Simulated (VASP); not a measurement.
Write the native input for VASP 6.6.1 that does the following.

| Property | Result |
| --- | --- |
| Task | single point |
| Functional | PBE |
| Potentials or basis | VASP PAW PBE potentials, release 64 (Bi_d, Te, O) |
| Cutoff | 520 eV |
| k mesh | 4 × 4 × 4 |
| Occupations | gaussian, width 0.1 eV |
| Spin | no spin polarisation |
| Dipole correction | no |
| Further INCAR settings | ALGO = Normal; EDIFF = 1e-07; NBANDS = 36 |

The structure of Bi2TeO3 lies in POSCAR:

```
Bi2TeO3
1.0
    4.4249426518      0.0000000000      0.0000000000
    0.0000000000      4.4249426518      0.0000000000
    0.0000000000      0.0000000000      5.9284119000
Bi Te O
2 1 3
Direct
    0.5000000000      0.5000000000      0.5000000000
    0.0000000000      0.0000000000      0.5000000000
    0.5000000000      0.5000000000      0.0000000000
    0.0000000000      0.0000000000      0.0000000000
    0.0000000000      0.5000000000      0.0000000000
    0.5000000000      0.0000000000      0.0000000000
```

The cell was generated, and may not be a known phase.

These files were run (other wordings do the same):

INCAR

```
  ALGO = Normal
  EDIFF = 1E-7
  ENCUT = 520
  GGA = PE
  ISIF = 2
  ISMEAR = 0
  LASPH = True
  LCHARG = False
  LREAL = False
  LWAVE = False
  NBANDS = 36
  NELM = 100
  PREC = Accurate
  SIGMA = 0.1
```

KPOINTS

```
k-points
0
Gamma
  4 4 4
```

Potentials or basis: VASP PAW PBE potentials, release 64 (Bi_d, Te, O).

The run is started by

```sh
$ cat potpaw_PBE.64/Bi_d/POTCAR potpaw_PBE.64/Te/POTCAR potpaw_PBE.64/O/POTCAR > POTCAR
$ mpirun -np 1 vasp_std > vasp.out
```

Results of the run:

```json
{"Pressure": "-0.1 GPa", "Band gap on the k mesh": "zero (bands 27 and 28 overlap by 2.24 eV)"}
```

Caveat: spin-orbit coupling is left out, which moves the levels of the heavy elements.

Run time: 57 s on 1 thread of AMD EPYC 9R45 96-Core Processor (Zen 5) (shared host), peak memory 0.24 GiB.
